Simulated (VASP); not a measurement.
# In2As2F in VASP: notebook

The runs below take In2As2F through single point, with PBE+D3(BJ).

Everything below comes from runs of VASP 6.6.1. Logs are shortened: lines on timing, memory, paths and dates and some standing lists are left out, and cuts for length are marked.

### 1 The cell of the first run

The cell holds a slab with vacuum, 5 atoms: a = 4.322 Å, b = 4.322 Å, c = 21.739 Å, α = 90.00°, β = 90.00°, γ = 120.00°.

### 2 Single point, PBE+D3(BJ)

File INCAR:

```
SYSTEM = In2As2F
PREC = Accurate ; ENCUT = 520
EDIFF = 1E-6 ; ISMEAR = 0
SIGMA = 0.1 ; LREAL = .False.
LASPH = .True. ; NELM = 80
ALGO = Normal ; ISIF = 2
LWAVE = .False. ; LCHARG = .False.
LDIPOL = .True. ; IDIPOL = 3
DIPOL = 0.5 0.5 0.331 ; GGA = PE
IVDW = 12 ; NBANDS = 30
```

File KPOINTS:

```
regular mesh
0
Gamma
  6 6 1
  0 0 0
```

File POSCAR:

```
In2As2F
1.0
    4.3220706728      0.0000000000      0.0000000000
   -2.1610353364      3.7430229996      0.0000000000
    0.0000000000      0.0000000000     21.7386927254
As In F
2 2 1
Direct
    0.0000000000      0.0000000000      0.1840037048
    0.3333333333      0.6666666667      0.3557112061
    0.3333333333      0.6666666667      0.2245875152
    0.6666666667      0.3333333333      0.3881876814
    0.8888888889      1.0000000000      0.5031899969
```

Potentials or basis: VASP PAW PBE potentials, release 64 (As, In_d, F).

On the command line:

```sh
> cat potpaw_PBE.64/As/POTCAR potpaw_PBE.64/In_d/POTCAR potpaw_PBE.64/F/POTCAR > POTCAR
> mpirun -np 1 vasp_std > vasp.out
```

OUTCAR:

```text
SYSTEM = In2As2F
   PREC = Accurate
   ENCUT = 520
   EDIFF = 1E-6
   ISMEAR = 0
   LREAL = .False.
   LASPH = .True.
   NELM = 80
   ISIF = 2
   GGA = PE
   IVDW = 12
 IVDW          = 12

 ion  position               nearest neighbor table
   1  0.000  0.000  0.184-   3 2.65   3 2.65   3 2.65
   2  0.333  0.667  0.356-   4 2.59   4 2.59   4 2.59   3 2.85
   3  0.333  0.667  0.225-   1 2.65   1 2.65   1 2.65   2 2.85
   4  0.667  0.333  0.388-   2 2.59   2 2.59   2 2.59
   5  0.889  0.000  0.503-

  LATTYP: Found a hexagonal cell.
 ALAT       =     4.3220706728
 C/A-ratio  =     5.0296939525

  Lattice vectors:

 A1 = (   4.3220706728,   0.0000000000,   0.0000000000)
 A2 = (  -2.1610353364,   3.7430229996,   0.0000000000)
 A3 = (   0.0000000000,   0.0000000000,  21.7386927254)

Analysis of symmetry for initial positions (statically):
=====================================================================
 Subroutine PRICEL returns:
 Original cell was already a primitive cell.

 Routine SETGRP: Setting up the symmetry group for a
 hexagonal supercell.

 Subroutine GETGRP returns: Found  1 space group operations
 (whereof  1 operations were pure point group operations)
 out of a pool of 24 trial point group operations.

The static configuration has the point symmetry C_1 .

Analysis of symmetry for dynamics (positions and initial velocities):
=====================================================================
 Subroutine PRICEL returns:
 Original cell was already a primitive cell.

 Routine SETGRP: Setting up the symmetry group for a
 hexagonal supercell.

 Subroutine GETGRP returns: Found  1 space group operations
 (whereof  1 operations were pure point group operations)
 out of a pool of 24 trial point group operations.

The dynamic configuration has the point symmetry C_1 .

 Subroutine INISYM returns: Found  1 space group operations
 (whereof  1 operations are pure point group operations),
 and found     1 'primitive' translations

----------------------------------------------------------------------------------------

                                     Primitive cell

  volume of cell :     351.6801

  direct lattice vectors                    reciprocal lattice vectors
     4.322070673  0.000000000  0.000000000     0.231370580  0.133581867  0.000000000
    -2.161035336  3.743023000  0.000000000     0.000000000  0.267163734  0.000000000
     0.000000000  0.000000000 21.738692725     0.000000000  0.000000000  0.046000926
[... 91 lines left out ...]
   ISIF   =      2    stress and relaxation
   ISYM   =      2    0-nonsym 1-usesym 2-fastsym
   POTIM  = 0.5000    time-step for ionic-motion
   TEBEG  =    0.0;   TEEND  =   0.0 temperature during run
   PSTRESS=    0.0 pullay stress
   NELECT =      43.0000    total number of electrons
   NUPDOWN=      -1.0000    fix difference up-down
   EMIN   =  10.00;   EMAX   =-10.00  energy-range for DOS
   EFERMI =   0.00;   METHOD = LEGACY
   ISMEAR =     0;   SIGMA  =   0.10  broadening in eV -4-tet -1-fermi 0-gaus
   EFERMI_NEDOS =   21; number of points for ismear=-14 and -15
   IALGO  =     38    algorithm
   IMIX   =      4    mixing-type and parameters
     AMIX     =   0.40;   BMIX     =  1.00
     AMIX_MAG =   1.60;   BMIX_MAG =  1.00
  volume/ion in A,a.u.               =      70.34       474.65
  Fermi-wavevector in a.u.,A,eV,Ry     =   0.812547  1.535491  8.983006  0.660232
  Thomas-Fermi vector in A             =   1.922109
   LORBIT       =      0    0 simple, 1 ext, 2 COOP (PROOUT), +10 PAW based schemes
   GGA     = PE    functional components
   LHFCALC =     F    Hartree Fock is set to
   AEXX    =    0.0000 exact exchange contribution
   IVDW    =    12    specifies the selected vdW correction
   LEPSILON=     F    determine dielectric tensor
   LRPA    =     F    only Hartree local field effects (RPA)
 non-spin polarized calculation
 Gauss-broadening in eV      SIGMA  =   0.10
  energy-cutoff  :      520.00
  volume of cell :      351.68
 maximum number of plane-waves:      9486
   NGX = 17   NGY = 17   NGZ = 81

 number of electron      43.0000003 magnetization

 dipolmoment           0.000000      0.000000      0.402033 electrons x Angstroem

 Free energy of the ion-electron system (eV)
  ---------------------------------------------------
  ext. energy  EPLUGINS =         0.00000000
  ---------------------------------------------------
  free energy    TOTEN  =       -16.28443325 eV

  energy without entropy =      -16.21962475  energy(sigma->0) =      -16.25202900

 E-fermi :  -3.9777     XC(G=0):  -3.8925

 val. band max:       -3.9824881815   @ k =   0.1667   0.0000   0.0000
 cond. band min:      -3.9765563109   @ k =   0.0000   0.1667   0.0000
 fundamental gap:      0.0059318706
 Fermi energy:        -3.9777487196

 k-point     1 :       0.0000    0.0000    0.0000
  band No.  band energies     occupation
      1     -22.7586      2.00000
      2     -18.2817      2.00000
      3     -18.2069      2.00000
      4     -18.1926      2.00000
      5     -18.1187      2.00000
      6     -18.1120      2.00000
[... 649 lines left out ...]
     29       3.1625      0.00000
     30       3.3814      0.00000

------------------------ aborting loop because EDIFF is reached ----------------------------------------

 vacuum level on the upper side and lower side of the slab       (xc-potential included)         2.178        -2.208

 Edisp (eV)   -0.89086

 E8    (eV) :    -0.4215

  FORCE on cell =-STRESS in cart. coord.  units (eV):
  Direction    XX          YY          ZZ          XY          YZ          ZX
  --------------------------------------------------------------------------------------
  -------------------------------------------------------------------------------------
  Total      -0.40177    -0.39102    -4.42581     0.41605     0.18763    -0.43620
  in kB      -1.83040    -1.78141   -20.16303     1.89541     0.85479    -1.98723
  external pressure =       -7.92 kB  Pullay stress =        0.00 kB

 VOLUME and BASIS-vectors are now :
 -----------------------------------------------------------------------------
  energy-cutoff  :      520.00
  volume of cell :      351.68
      direct lattice vectors                 reciprocal lattice vectors
     4.322070673  0.000000000  0.000000000     0.231370580  0.133581867  0.000000000
    -2.161035336  3.743023000  0.000000000     0.000000000  0.267163734  0.000000000
     0.000000000  0.000000000 21.738692725     0.000000000  0.000000000  0.046000926

 POSITION                                       TOTAL-FORCE (eV/Angst)
 -----------------------------------------------------------------------------------
      0.00000      0.00000      4.00000         0.001288     -0.000758      0.001736
     -0.00000      2.49535      7.73270        -0.015811     -0.008433     -0.409935
     -0.00000      2.49535      4.88224        -0.000464      0.000546      0.386668
      2.16104      1.24767      8.43869         0.191252     -0.063406      1.342609
      3.84184      0.00000     10.93869        -0.176265      0.072051     -1.321078
 -----------------------------------------------------------------------------------
    total drift:                                0.000929     -0.000050     -0.000784

  FREE ENERGIE OF THE ION-ELECTRON SYSTEM (eV)
  ---------------------------------------------------
  free  energy   TOTEN  =       -17.1752960662 eV

  energy  without entropy=      -17.1104875696  energy(sigma->0) =      -17.14289182

 vacuum level on the upper side and lower side of the slab         6.108         1.611
```

OSZICAR:

```text
N       E                     dE             d eps       ncg     rms          rms(c)
DAV:   1     0.368011583851E+03    0.36801E+03   -0.17356E+04  1240   0.118E+03
DAV:   2     0.290263309085E+02   -0.33899E+03   -0.32986E+03  1422   0.302E+02
DAV:   3    -0.179832427013E+02   -0.47010E+02   -0.46490E+02  1504   0.135E+02
[... 22 lines left out ...]
DAV:  26    -0.162844008664E+02   -0.28822E-04   -0.15065E-05  1074   0.860E-03    0.662E-03
DAV:  27    -0.162844188258E+02   -0.17959E-04   -0.55670E-06  1110   0.527E-03    0.835E-03
DAV:  28    -0.162844278151E+02   -0.89893E-05   -0.17574E-06   984   0.384E-03    0.218E-03
DAV:  29    -0.162844314440E+02   -0.36289E-05   -0.39272E-07  1018   0.226E-03    0.444E-03
DAV:  30    -0.162844328685E+02   -0.14245E-05   -0.20017E-07   976   0.178E-03    0.351E-03
DAV:  31    -0.162844332512E+02   -0.38273E-06   -0.30050E-07   942   0.120E-03
   1 F= -.17175296E+02 E0= -.17142892E+02  d E =-.648085E-01
```

stdout:

```text
POSCAR found type information on POSCAR AsInF
 POSCAR found :  3 types and       5 ions
 scaLAPACK will be used
 LDA part: xc-table for (Slater+PW92), standard interpolation
 POSCAR, INCAR and KPOINTS ok, starting setup
 FFT: planning ... GRIDC
 FFT: planning ... GRID_SOFT
 FFT: planning ... GRID
 WAVECAR not read
 entering main loop
```

It took 15 min on 1 thread of AMD EPYC, shared host; peak memory 0.48 GiB.

Results:

```
Free energy                : -17.1753 eV
Largest force              : 1.358 eV/Å
Band gap on the k mesh     : zero (an odd number of electrons rules out a gap without spin polarisation)
Dispersion energy per atom : -0.178 eV
```

Forces in eV/Å, atoms in the order of the input:
```
As   0.001 -0.001  0.002
As  -0.016 -0.008 -0.410
In   0.000  0.001  0.387
In   0.191 -0.063  1.343
F   -0.176  0.072 -1.321
```

Levels at points of the mesh, in eV from the Fermi level:
| k point | band 19 | band 20 | band 21 | band 22 | band 23 | band 24 | band 25 | band 26 |
| --- | --- | --- | --- | --- | --- | --- | --- | --- |
| (0.00, 0.00, 0.00) | -0.09 | -0.07 | 0.26 | 0.26 | 0.87 | 1.35 | 3.97 | 4.79 |
| (0.50, 0.00, 0.00) | -0.56 | -0.26 | -0.15 | -0.12 | 1.76 | 2.48 | 3.00 | 4.04 |
| (0.00, 0.50, 0.00) | -0.56 | -0.28 | -0.14 | -0.11 | 1.79 | 2.47 | 3.01 | 4.01 |
| (0.50, 0.50, 0.00) | -0.59 | -0.25 | -0.14 | -0.11 | 1.83 | 2.47 | 2.98 | 4.00 |

Caveat: spin-orbit coupling is left out, which moves the levels of the heavy elements; an odd number of electrons without spin polarisation forces a metal; a magnetic or distorted state may lie lower.

### 3 Single point, PBE+D3(BJ)

File INCAR:

```
PREC = Accurate
ENCUT = 520
EDIFF = 1E-6
ISMEAR = 0
SIGMA = 0.1
LREAL = F
LASPH = T
NELM = 100
ALGO = Normal
ISIF = 2
LWAVE = F
LCHARG = T
LDIPOL = T
IDIPOL = 3
DIPOL = 0.5 0.5 0.331
GGA = PE
IVDW = 12
LELF = T
LVHAR = T
LVACPOTAV = T
NBANDS = 30
```

File KPOINTS:

```
Automatic mesh
0
Gamma
  6 6 1
```

Changes to POSCAR since step 2:

```diff
@@ -12,2 +12,2 @@
     0.6666666667      0.3333333333      0.3881876814
-    0.8888888889      1.0000000000      0.5031899969
+    1.3333333333      0.5555555556      0.5031899969
```

Potentials or basis: VASP PAW PBE potentials, release 64 (As, In_d, F).

On the command line:

```sh
> cat potpaw_PBE.64/As/POTCAR potpaw_PBE.64/In_d/POTCAR potpaw_PBE.64/F/POTCAR > POTCAR
> mpirun -np 1 vasp_std > vasp.out
```

Wall time 18 min (1 thread of AMD EPYC, shared host); peak memory 0.48 GiB.

Results (log left out):

```yaml
Free_energy: -17.1913 eV
Largest_force: 1.422 eV/Å
Band_gap_on_the_k_mesh: zero (an odd number of electrons rules out a gap without spin polarisation)
Dispersion_energy_per_atom: -0.178 eV
```

Forces in eV/Å, atoms in the order of the input:
```
As  -0.001  0.000  0.071
As  -0.027  0.028 -0.256
In  -0.002  0.003  0.281
In  -0.129  0.083  1.312
F    0.159 -0.114 -1.408
```

Levels at points of the mesh, in eV from the Fermi level:
```csv
k point,band 19,band 20,band 21,band 22,band 23,band 24,band 25,band 26
"(0.00, 0.00, 0.00)",-0.09,-0.07,0.22,0.22,0.79,1.33,3.86,4.62
"(0.50, 0.00, 0.00)",-0.66,-0.32,-0.16,-0.13,1.65,2.36,2.89,3.96
"(0.00, 0.50, 0.00)",-0.67,-0.28,-0.16,-0.14,1.62,2.38,2.85,3.99
"(0.50, 0.50, 0.00)",-0.63,-0.41,-0.16,-0.10,1.64,2.36,2.95,3.94
```

Caveat: spin-orbit coupling is left out, which moves the levels of the heavy elements; an odd number of electrons without spin polarisation forces a metal; a magnetic or distorted state may lie lower.

### 4 Single point, PBE+D3(BJ)

File INCAR:

```
SYSTEM = In2As2F
  PREC = Accurate
  ENCUT = 520
  EDIFF = 1E-7
  ISMEAR = 0
  SIGMA = 0.1
  LREAL = .FALSE.
  LASPH = .TRUE.
  NELM = 80
  ALGO = Normal
  ISIF = 2
  LWAVE = .FALSE.
  LCHARG = .FALSE.
  LDIPOL = .TRUE.
  IDIPOL = 3
  DIPOL = 0.5 0.5 0.331
  GGA = PE
  IVDW = 12
  NBANDS = 30
```

File KPOINTS:

```
regular mesh
0
G
  6 6 1
  0 0 0
```

Changes to POSCAR since step 3:

```diff
@@ -12,2 +12,2 @@
     0.6666666667      0.3333333333      0.3881876814
-    1.3333333333      0.5555555556      0.5031899969
+    0.8888888889      1.2222222222      0.5031899969
```

On the command line:

```sh
> cat potpaw_PBE.64/As/POTCAR potpaw_PBE.64/In_d/POTCAR potpaw_PBE.64/F/POTCAR > POTCAR
> mpirun -np 1 vasp_std > vasp.out
```

Wall time 20 min (1 thread of AMD EPYC, shared host); peak memory 0.5 GiB.

It converged, with:

| Quantity | Value |
| --- | --- |
| Free energy | -17.5222 eV |
| Largest force | 2.067 eV/Å |
| Band gap on the k mesh | zero (an odd number of electrons rules out a gap without spin polarisation) |
| Dispersion energy per atom | -0.178 eV |

Forces on the atoms (eV/Å):
```
As   0.006 -0.002  0.006
As   0.038  0.006 -0.573
In  -0.004  0.000  0.451
In   0.513 -0.212  1.992
F   -0.552  0.207 -1.877
```

Levels at points of the mesh, in eV from the Fermi level:
```
           k point  band 19  band 20  band 21  band 22  band 23  band 24  band 25  band 26
(0.00, 0.00, 0.00)    -0.09    -0.07     0.26     0.26     0.94     1.36     4.18     4.84
(0.50, 0.00, 0.00)    -0.72    -0.36    -0.16    -0.12     1.96     2.49     3.19     4.12
(0.00, 0.50, 0.00)    -0.72    -0.31    -0.15    -0.14     1.96     2.50     3.13     4.14
(0.50, 0.50, 0.00)    -0.80    -0.26    -0.14    -0.13     2.11     2.48     3.01     4.08
```

Caveat: spin-orbit coupling is left out, which moves the levels of the heavy elements; an odd number of electrons without spin polarisation forces a metal; a magnetic or distorted state may lie lower.

### 5 Summary

| cell | gap on the mesh (eV) | largest force (eV/Å) |
| --- | --- | --- |
| as given, atomic positions A | none | 1.36 |
| as given, atomic positions B | none | 1.42 |
| as given, atomic positions C | none | 2.07 |

Alike in all rows: task single point; level PBE+D3(BJ); potentials or basis VASP PAW PBE potentials, release 64 (As, In_d, F); no spin polarisation; k mesh 6 × 6 × 1; cutoff (eV) 520; smearing gaussian 0.1 eV.

Caveats: spin-orbit coupling is left out, which moves the levels of the heavy elements; an odd number of electrons without spin polarisation forces a metal; a magnetic or distorted state may lie lower.

Absolute energies hang on the potentials; compare differences alone.

The gap in the log of VASP goes by the Fermi energy; the results here count the filled bands.